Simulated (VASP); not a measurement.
Bi3B2, 10 atoms in the cell. Symmetry: F-43m, No. 216, cubic system. The conventional cell has a = 9.848 Å, b = 9.848 Å, c = 9.848 Å, α = 90.00°, β = 90.00°, γ = 90.00°. B (site symmetry 3m) has 3 B at 1.73 Å within 2.3 Å. Within 3.7 Å of Bi (site symmetry 2mm) lie 6 B at 2.70 to 3.63 Å and 8 Bi at 3.40 to 3.56 Å. The cell was built from a structure type or drawn by symmetry, and may not be a known phase.

```yaml
Program: VASP 6.6.1
Task: single point
Functional: PBE
Potentials_or_basis: VASP PAW PBE potentials, release 64 (B, Bi_d)
Cutoff: 520 eV
k_mesh: 4 × 4 × 4
Occupations: gaussian, width 0.1 eV
Spin: no spin polarisation
Dipole_correction: no
Further_INCAR_settings: ALGO = Fast; EDIFF = 1e-06; NBANDS = 62
```

Potentials or basis: VASP PAW PBE potentials, release 64 (B, Bi_d).

Command:

```console
$ cat potpaw_PBE.64/B/POTCAR potpaw_PBE.64/Bi_d/POTCAR > POTCAR
$ mpirun -np 1 vasp_std > vasp.out
```

Hardware: 1 thread of Intel Xeon 8259CL, on a shared host.

How long does it take, and how much memory?

Run time: 6.5 min on 1 thread of Intel Xeon 8259CL, with other jobs on the host, peak memory 0.43 GiB. Counts: scf iterations 15, k points 8.
